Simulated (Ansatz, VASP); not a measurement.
# Two plane-wave programs on BaRe

File POSCAR:

```
BaRe
1.0
    3.7045746453      0.0000000000      0.0000000000
    0.0000000000      3.7045746453      0.0000000000
    0.0000000000      0.0000000000      3.7045746453
Ba Re
1 1
Direct
    0.0000000000      0.0000000000      0.0000000000
    0.5000000000      0.5000000000      0.5000000000
```

Contents of INCAR.step1:

```
SYSTEM = BaRe
  PREC = Accurate
  ENCUT = 520
  ISMEAR = 0
  SIGMA = 0.05
  LREAL = .FALSE.
  LASPH = .TRUE.
  NELM = 60
  NBANDS = 16
  GGA = PE
  ALGO = Normal
  EDIFF = 1E-4
  LWAVE = .TRUE.
  LCHARG = .FALSE.
```

The input INCAR.step2:

```
SYSTEM = BaRe
  PREC = Accurate
  ENCUT = 520
  EDIFF = 1E-6
  ISMEAR = 0
  SIGMA = 0.05
  LREAL = .FALSE.
  LASPH = .TRUE.
  NELM = 60
  ALGO = Normal
  ISIF = 2
  LWAVE = .FALSE.
  LCHARG = .TRUE.
  METAGGA = R2SCAN
  LMIXTAU = .TRUE.
  LELF = .TRUE.
  LVHAR = .TRUE.
  NBANDS = 16
  ISTART = 1
```

Contents of KPOINTS:

```
Automatic mesh
0
G
  10 10 10
  0 0 0
```

Input for Ansatz:

```yaml
crystal:
  lattice:
    - [3.7045746453, 0.0, 0.0]
    - [0.0, 3.7045746453, 0.0]
    - [0.0, 0.0, 3.7045746453]
  atoms:
    - { symbol: Ba, position: [0.0, 0.0, 0.0] }
    - { symbol: Re, position: [0.5, 0.5, 0.5] }
basis:
  ecutwfc: 500
  ecutrho_ratio: 4
kpoints:
  mp_grid: { grid: [10, 10, 10] }
hamiltonian:
  xc: r2scan
scf:
  occupations: { method: gaussian, width: 0.05 }
output:
  forces: true
  stress: true
  eigenvalues: true
```

Alike in both runs: task single point; functional r2SCAN; k mesh 10 × 10 × 10; occupations gaussian, width 0.05 eV; no spin polarisation.

|  | VASP | Ansatz |
| --- | --- | --- |
| version | VASP 6.6.1 | Ansatz 0.2.0 |
| potentials or method | VASP PAW PBE potentials, release 64 (Ba_sv, Re), cutoff 520 eV | scalar-relativistic, plane waves, PAW |
| valence electrons in the cell | 17 | 25 |

|  | VASP | Ansatz | Ansatz less VASP |
| --- | --- | --- | --- |
| gap on the k mesh at the Fermi level (eV) | none | none | - |
| pressure (GPa) | 1.9 | 0.0 | -1.89 |

VASP's potentials were made for PBE, not for r2SCAN. A gap of «none» marks a metal or a gap that the smearing closes. VASP's potentials hold 17 valence electrons a cell and Ansatz's 25, so a difference there can come from the potentials and not from the codes.

Neither program's run includes spin-orbit coupling.
